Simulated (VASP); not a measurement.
**Li: single point with PBE**

Li, a slab with vacuum:

```
CELL_PARAMETERS angstrom
3.05458 0.00000 0.00000
-1.52729 2.64534 0.00000
0.00000 0.00000 22.50140
ATOMIC_POSITIONS crystal
Li 0.83333 0.16667 0.44442
Li 0.16667 0.83333 0.55558
```

| Property | Result |
| --- | --- |
| Program | VASP 6.6.1 |
| Task | single point |
| Functional | PBE |
| Potentials or basis | VASP PAW PBE potentials, release 64 (Li_sv) |
| Cutoff | 520 eV |
| k mesh | 15 × 15 × 1 |
| Occupations | fermi-dirac, width 0.05 eV |
| Spin | no spin polarisation |

| Property | Result |
| --- | --- |
| Largest force | 0.129 eV/Å |
| Band gap on the k mesh | zero (bands 3 and 4 overlap by 3.03 eV) |

Forces in eV/Å, atoms in the order of the input:
```
Li   0.000  0.000  0.129
Li   0.000  0.000 -0.129
```

Levels at points of the mesh, in eV from the Fermi level:
```tsv
k point	band 1	band 2	band 3	band 4	band 5	band 6	band 7	band 8
(0.00, 0.00, 0.00)	-46.98	-46.97	-3.12	-1.24	0.17	2.88	3.17	3.95
```

Wall time 51 s on 1 thread of Intel(R) Xeon(R) Platinum 8259CL CPU @ 2.50GHz (Skylake/Cascade Lake) (shared host), peak memory 0.3 GiB.
